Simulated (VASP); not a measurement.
Input of a VASP 6.6.1 run:

Contents of INCAR:

```
  PREC = Accurate
  ENCUT = 520
  EDIFF = 1E-6
  ISMEAR = -1
  SIGMA = 0.1
  LREAL = False
  LASPH = True
  NELM = 80
  ALGO = Normal
  ISIF = 2
  LWAVE = False
  LCHARG = False
  GGA = PE
  NBANDS = 12
```

The input KPOINTS:

```
regular mesh
0
Gamma
  19 19 19
```

File POSCAR:

```
Cu
1.0
   -1.3909323090      1.3909323090      1.3909323090
    1.3909323090     -1.3909323090      1.3909323090
    1.3909323090      1.3909323090     -1.3909323090
Cu
1
Direct
    0.0000000000      0.0000000000      0.0000000000
```

Potentials or basis: VASP PAW PBE potentials, release 64 (Cu).

Run with:

```console
$ cat potpaw_PBE.64/Cu/POTCAR > POTCAR
$ mpirun -np 1 vasp_std > vasp.out
```

Q: What does it give for the pressure?

A: 20.6 GPa.
